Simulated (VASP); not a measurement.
Runs of VASP 6.6.1 on Zn. The structure is that of space group P6_3/mmc (No. 194), or close to it. The cells are those of the table. 

```tsv
level	cell	k mesh	cutoff (eV)	gap on the mesh (eV)	pressure (GPa)
PBE	a = 2.588, b = 2.588, c = 4.655 Å, angles 90.0, 90.0, 120.0°, 2 atoms	18 × 18 × 8	520	none	11.3
PBEsol	a = 2.633, b = 2.633, c = 5.108 Å, angles 90.0, 90.0, 120.0°, 2 atoms	18 × 18 × 8	500	none	-4.6
PBE	a = 2.624, b = 2.624, c = 4.837 Å, angles 90.0, 90.0, 120.0°, 2 atoms	18 × 18 × 8	520	none	(a)
PBE	a = 2.670, b = 2.670, c = 4.966 Å, angles 90.0, 90.0, 120.0°, 2 atoms	6 × 6 × 4	520	none	0.9
PBE	a = 2.620, b = 2.620, c = 5.007 Å, angles 90.0, 90.0, 120.0°, 2 atoms	18 × 18 × 8	520	none	(b)
```

Alike in all rows: task single point; potentials or basis VASP PAW PBE potentials, release 64 (Zn); no spin polarisation; smearing gaussian 0.1 eV.

Q: Estimate the missing entries.

A: (a) 4.4; (b) 2.4.

Caveats: some runs use coarse meshes; the PAW data sets were made with another functional, which shifts forces and pressure a little (some runs).

A gap of «none» marks levels without a gap at the run's occupations.
